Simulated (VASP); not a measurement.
# MgO (Periclase) (Fm-3m) in VASP: a series of runs

The runs below take MgO (Periclase) through single point, relaxation of the atoms, with PBE.

All numbers are computed with VASP 6.6.1; they aren't measurements. Logs are shortened: lines on timing, memory, paths and dates and some standing lists are left out, and cuts for length are marked.

**1. The cell of the first run**

The structure is cubic, space group Fm-3m (No. 225). Conventional cell: a = 4.037 Å, b = 4.037 Å, c = 4.037 Å, α = 90.00°, β = 90.00°, γ = 90.00°. Mg (site symmetry m-3m) has 6 O at 2.02 Å within 2.7 Å. Within 2.7 Å of O (site symmetry m-3m) lie 6 Mg at 2.02 Å.

**2. Single point, PBE**

Input file INCAR:

```
  PREC = Accurate
  ENCUT = 520
  EDIFF = 1E-6
  ISMEAR = -1
  SIGMA = 0.02
  LREAL = False
  LASPH = True
  NELM = 60
  ALGO = Normal
  ISIF = 2
  LWAVE = False
  LCHARG = True
  GGA = PE
  LELF = True
  LVHAR = True
  NBANDS = 11
```

Input file KPOINTS:

```
Automatic mesh
0
Gamma
  13 13 13
```

Input file POSCAR:

```
MgO
1.0
    0.0000000000      2.0185000000      2.0185000000
    2.0185000000      0.0000000000      2.0185000000
    2.0185000000      2.0185000000      0.0000000000
Mg O
1 1
Direct
    0.0000000000      0.0000000000      0.0000000000
    0.5000000000      0.5000000000      0.5000000000
```

Potentials or basis: VASP PAW PBE potentials, release 64 (Mg, O).

On the command line:

```bash
> cat potpaw_PBE.64/Mg/POTCAR potpaw_PBE.64/O/POTCAR > POTCAR
> mpirun -np 1 vasp_std > vasp.out
```

OUTCAR:

```text
PREC = Accurate
   ENCUT = 520
   EDIFF = 1E-6
   ISMEAR = -1
   LREAL = False
   LASPH = True
   NELM = 60
   ISIF = 2
   GGA = PE

 ion  position               nearest neighbor table
   1  0.000  0.000  0.000-   2 2.02   2 2.02   2 2.02   2 2.02   2 2.02   2 2.02
   2  0.500  0.500  0.500-   1 2.02   1 2.02   1 2.02   1 2.02   1 2.02   1 2.02

  LATTYP: Found a face centered cubic cell.
 ALAT       =     4.0370000000

  Lattice vectors:

 A1 = (   0.0000000000,   2.0185000000,   2.0185000000)
 A2 = (   2.0185000000,   0.0000000000,   2.0185000000)
 A3 = (   2.0185000000,   2.0185000000,   0.0000000000)

Analysis of symmetry for initial positions (statically):
=====================================================================
 Subroutine PRICEL returns:
 Original cell was already a primitive cell.

 Routine SETGRP: Setting up the symmetry group for a
 face centered cubic supercell.

 Subroutine GETGRP returns: Found 48 space group operations
 (whereof 48 operations were pure point group operations)
 out of a pool of 48 trial point group operations.

The static configuration has the point symmetry O_h .

Analysis of symmetry for dynamics (positions and initial velocities):
=====================================================================
 Subroutine PRICEL returns:
 Original cell was already a primitive cell.

 Routine SETGRP: Setting up the symmetry group for a
 face centered cubic supercell.

 Subroutine GETGRP returns: Found 48 space group operations
 (whereof 48 operations were pure point group operations)
 out of a pool of 48 trial point group operations.

The dynamic configuration has the point symmetry O_h .

 Subroutine INISYM returns: Found 48 space group operations
 (whereof 48 operations are pure point group operations),
 and found     1 'primitive' translations

----------------------------------------------------------------------------------------

                                     Primitive cell

  volume of cell :      16.4481

  direct lattice vectors                    reciprocal lattice vectors
     0.000000000  2.018500000  2.018500000    -0.247708695  0.247708695  0.247708695
     2.018500000  0.000000000  2.018500000     0.247708695 -0.247708695  0.247708695
     2.018500000  2.018500000  0.000000000     0.247708695  0.247708695 -0.247708695

  length of vectors
     2.854590076  2.854590076  2.854590076     0.429044044  0.429044044  0.429044044

  position of ions in fractional coordinates (direct lattice)
     0.000000000  0.000000000  0.000000000
     0.500000000  0.500000000  0.500000000

  ion indices of the primitive-cell ions
   primitive index   ion index
                 1           1
                 2           2

----------------------------------------------------------------------------------------

 KPOINTS: Automatic mesh

Automatic generation of k-mesh.
 Grid dimensions read from file:
 generate k-points for:   13   13   13

 Generating k-lattice:

  Cartesian coordinates                     Fractional coordinates (reciprocal lattice)
    -0.019054515  0.019054515  0.019054515     0.076923077  0.000000000  0.000000000
     0.019054515 -0.019054515  0.019054515     0.000000000  0.076923077  0.000000000
     0.019054515  0.019054515 -0.019054515     0.000000000  0.000000000  0.076923077

  Length of vectors
     0.033003388  0.033003388  0.033003388

  Shift w.r.t. Gamma in fractional coordinates (k-lattice)
     0.000000000  0.000000000  0.000000000

 Subroutine IBZKPT returns following result:
 ===========================================

 Found     84 irreducible k-points:

 Following reciprocal coordinates:
            Coordinates               Weight
  0.000000  0.000000  0.000000      1.000000
  0.076923  0.000000  0.000000      8.000000
  0.153846  0.000000  0.000000      8.000000
  0.230769  0.000000  0.000000      8.000000
  0.307692  0.000000  0.000000      8.000000
  0.384615  0.000000  0.000000      8.000000
[... 16 lines left out ...]
  0.384615  0.153846  0.000000     24.000000
  0.461538  0.153846  0.000000     24.000000
 [... further k-points ...]
   k-points           NKPTS =     84   k-points in BZ     NKDIM =     84   number of bands    NBANDS=     11
   number of dos      NEDOS =    301   number of ions     NIONS =      2
   total plane-waves  NPLWV =  13824
   dimension x,y,z NGX =    24 NGY =   24 NGZ =   24
   dimension x,y,z NGXF=    48 NGYF=   48 NGZF=   48
   ions per type =               1   1
   NGX,Y,Z   is equivalent  to a cutoff of  13.98, 13.98, 13.98 a.u.
   NGXF,Y,Z  is equivalent  to a cutoff of  27.95, 27.95, 27.95 a.u.
 SYSTEM =  unknown system
   PREC   = accura    normal or accurate (medium, high low for compatibility)
   ISTART =      0    job   : 0-new  1-cont  2-samecut
   ICHARG =      2    charge: 1-file 2-atom 10-const
   ISPIN  =      1    spin polarized calculation?
   LNONCOLLINEAR =      F non collinear calculations
   LSORBIT =      F    spin-orbit coupling
   LASPH  =      T    aspherical Exc in radial PAW
   ENCUT  =  520.0 eV  38.22 Ry    6.18 a.u.   5.31  5.31  5.31*2*pi/ulx,y,z
   NELM   =     60;   NELMIN=  2; NELMDL= -5     # of ELM steps
   EDIFF  = 0.1E-05   stopping-criterion for ELM
   LREAL  =      F    real-space projection
   EDIFFG = 0.1E-04   stopping-criterion for IOM
   NSW    =      0    number of steps for IOM
   IBRION =     -1    ionic relax: 0-MD 1-quasi-New 2-CG
   NFREE  =      0    steps in history (QN), initial steepest desc. (CG)
   ISIF   =      2    stress and relaxation
   ISYM   =      2    0-nonsym 1-usesym 2-fastsym
   POTIM  = 0.5000    time-step for ionic-motion
   TEBEG  =    0.0;   TEEND  =   0.0 temperature during run
   PSTRESS=    0.0 pullay stress
   NELECT =       8.0000    total number of electrons
   NUPDOWN=      -1.0000    fix difference up-down
   EMIN   =  10.00;   EMAX   =-10.00  energy-range for DOS
   EFERMI =   0.00;   METHOD = LEGACY
   ISMEAR =    -1;   SIGMA  =   0.02  broadening in eV -4-tet -1-fermi 0-gaus
   EFERMI_NEDOS =   21; number of points for ismear=-14 and -15
   IALGO  =     38    algorithm
   IMIX   =      4    mixing-type and parameters
     AMIX     =   0.40;   BMIX     =  1.00
     AMIX_MAG =   1.60;   BMIX_MAG =  1.00
  volume/ion in A,a.u.               =       8.22        55.50
  Fermi-wavevector in a.u.,A,eV,Ry     =   1.287457  2.432941 22.552277  1.657546
  Thomas-Fermi vector in A             =   2.419470
   LORBIT       =      0    0 simple, 1 ext, 2 COOP (PROOUT), +10 PAW based schemes
   GGA     = PE    functional components
[... 5 lines left out ...]
 non-spin polarized calculation
  energy-cutoff  :      520.00
  volume of cell :       16.45
 maximum number of plane-waves:       459
 NGX is ok and might be reduce to    24
   NGX = 11   NGY = 11   NGZ = 11

 number of electron       7.9999999 magnetization

 Free energy of the ion-electron system (eV)
  ---------------------------------------------------
  ext. energy  EPLUGINS =         0.00000000
  ---------------------------------------------------
  free energy    TOTEN  =       -11.67343916 eV

  energy without entropy =      -11.67343916  energy(sigma->0) =      -11.67343916

 E-fermi :   4.7114     XC(G=0): -11.6984

 val. band max:        4.2130437423   @ k =   0.0000   0.0000   0.0000
 cond. band min:      10.2823338874   @ k =   0.0000   0.0000   0.0000
 fundamental gap:      6.0692901451
 Fermi energy:         4.7113882382

 k-point     1 :       0.0000    0.0000    0.0000
  band No.  band energies     occupation
      1     -13.7562      2.00000
      2       4.2130      2.00000
      3       4.2130      2.00000
      4       4.2130      2.00000
      5      10.2823      0.00000
      6      20.7264      0.00000
      7      20.7264      0.00000
      8      20.7264      0.00000
      9      24.9938      0.00000
     10      26.9252      0.00000
     11      26.9252      0.00000

 k-point     2 :       0.0769    0.0000    0.0000
  band No.  band energies     occupation
      1     -13.6780      2.00000
      2       3.7926      2.00000
      3       4.1621      2.00000
      4       4.1621      2.00000
      5      10.6653      0.00000
      6      19.8496      0.00000
      7      20.9021      0.00000
      8      20.9021      0.00000
      9      26.2483      0.00000
     10      26.5578      0.00000
     11      26.5578      0.00000

 k-point     3 :       0.1538    0.0000    0.0000
  band No.  band energies     occupation
      1     -13.4549      2.00000
      2       2.7927      2.00000
      3       4.0242      2.00000
      4       4.0242      2.00000
      5      11.5231      0.00000
      6      18.5488      0.00000
      7      21.3551      0.00000
      8      21.3551      0.00000
      9      25.9528      0.00000
     10      25.9528      0.00000
     11      28.1893      0.00000

 k-point     4 :       0.2308    0.0000    0.0000
  band No.  band energies     occupation
      1     -13.1183      2.00000
      2       1.5986      2.00000
      3       3.8373      2.00000
      4       3.8373      2.00000
      5      12.3733      0.00000
      6      17.7196      0.00000
      7      21.8375      0.00000
      8      21.8375      0.00000
      9      25.7383      0.00000
     10      25.7383      0.00000
     11      28.5083      0.00000
[... 239 lines left out ...]
 k-point    22 :       0.3077    0.1538    0.0000
  band No.  band energies     occupation
      1     -12.7910      2.00000
      2       1.0687      2.00000
      3       3.3387      2.00000
      4       3.4542      2.00000
      5      13.5043      0.00000
      6      16.4892      0.00000
      7      21.3172      0.00000
      8      22.6224      0.00000
      9      23.7777      0.00000
     10      28.1515      0.00000
     11      30.9927      0.00000

 k-point    23 :       0.3846    0.1538    0.0000
  band No.  band energies     occupation
      1     -12.4412      2.00000
      2       0.2367      2.00000
      3       3.0183      2.00000
      4       3.3127      2.00000
      5      13.8924      0.00000
      6      16.8146      0.00000
      7      20.6371      0.00000
      8      22.7102      0.00000
      9      24.7381      0.00000
     10      28.7328      0.00000
     11      30.6317      0.00000

 k-point    24 :       0.4615    0.1538    0.0000
  band No.  band energies     occupation
      1     -12.1557      2.00000
      2      -0.3746      2.00000
      3       2.7363      2.00000
      4       3.2392      2.00000
      5      13.9704      0.00000
      6      17.5012      0.00000
      7      20.1871      0.00000
      8      22.6337      0.00000
      9      25.6544      0.00000
     10      29.2120      0.00000
     11      30.3566      0.00000

 [... further k-points ...]

------------------------ aborting loop because EDIFF is reached ----------------------------------------

  FORCE on cell =-STRESS in cart. coord.  units (eV):
  Direction    XX          YY          ZZ          XY          YZ          ZX
  --------------------------------------------------------------------------------------
  -------------------------------------------------------------------------------------
  Total        3.2549412      3.2549412      3.2549412      0.0000000     -0.0000000      0.0000000
  in kB      317.0570945    317.0570945    317.0570945      0.0000000     -0.0000000      0.0000000
  external PRESSURE =     317.0570945 kB  Pullay stress =       0.0000000 kB

 VOLUME and BASIS-vectors are now :
 -----------------------------------------------------------------------------
  energy-cutoff  :      520.00
  volume of cell :       16.45
      direct lattice vectors                 reciprocal lattice vectors
     0.000000000  2.018500000  2.018500000    -0.247708695  0.247708695  0.247708695
     2.018500000  0.000000000  2.018500000     0.247708695 -0.247708695  0.247708695
     2.018500000  2.018500000  0.000000000     0.247708695  0.247708695 -0.247708695

 POSITION                                       TOTAL-FORCE (eV/Angst)
 -----------------------------------------------------------------------------------
      0.00000      0.00000      0.00000        -0.000000     -0.000000      0.000000
      2.01850      2.01850      2.01850         0.000000      0.000000      0.000000
 -----------------------------------------------------------------------------------
    total drift:                               -0.000000     -0.000000      0.000000

  FREE ENERGIE OF THE ION-ELECTRON SYSTEM (eV)
  ---------------------------------------------------
  free  energy   TOTEN  =       -11.6734391629 eV

  energy  without entropy=      -11.6734391629  energy(sigma->0) =      -11.67343916
```

It took 5.3 s on 1 thread of Intel Xeon 6975P-C (Granite Rapids), shared host; peak memory 0.14 GiB.

Results:

- Free energy: -11.6734 eV
- Pressure: 31.7 GPa
- Band gap on the k mesh: 6.07 eV, direct

A k mesh can miss the band edges. Expect the measured gap to be larger: semilocal functionals such as PBE lack the derivative discontinuity.

**3. Single point, PBE (volume scaled by 1.06, then relaxed in part)**

Input file INCAR:

```
  ALGO = Normal
  EDIFF = 1E-6
  ENCUT = 520
  GGA = PE
  ISIF = 2
  ISMEAR = -1
  LASPH = T
  LCHARG = F
  LREAL = F
  LWAVE = F
  NBANDS = 11
  NELM = 100
  PREC = Accurate
  SIGMA = 0.02
```

Input file KPOINTS:

```
k-points
0
Gamma
  13 13 13
```

Input file POSCAR:

```
MgO
1.0
    0.0000000000      2.0580884821      2.0580884821
    2.0580884821      0.0000000000      2.0580884821
    2.0580884821      2.0580884821      0.0000000000
Mg O
1 1
Direct
    0.0000000000      0.0000000000      0.0000000000
    0.5000000000      0.5000000000      0.5000000000
```

Potentials or basis: VASP PAW PBE potentials, release 64 (Mg, O).

On the command line:

```bash
> cat potpaw_PBE.64/Mg/POTCAR potpaw_PBE.64/O/POTCAR > POTCAR
> mpirun -np 1 vasp_std > vasp.out
```

Run time: 5.3 s. Hardware: 1 thread of Intel Xeon 6975P-C (Granite Rapids), shared host; peak memory 0.15 GiB.

Results (log left out):

```yaml
Free_energy: -11.8239 eV
Pressure: 17.3 GPa
Band_gap_on_the_k_mesh: 5.43 eV, direct
```

Levels at points of the mesh, in eV from the valence-band top:
| k point | band 1 | band 2 | band 3 | band 4 | band 5 | band 6 | band 7 | band 8 | band 9 |
| --- | --- | --- | --- | --- | --- | --- | --- | --- | --- |
| (0.00, 0.00, 0.00) | -17.63 | 0.00 | 0.00 | 0.00 | 5.43 | 16.19 | 16.19 | 16.19 | 20.29 |

 A k mesh can miss the band edges.

(Continued in part 2 of 2.)
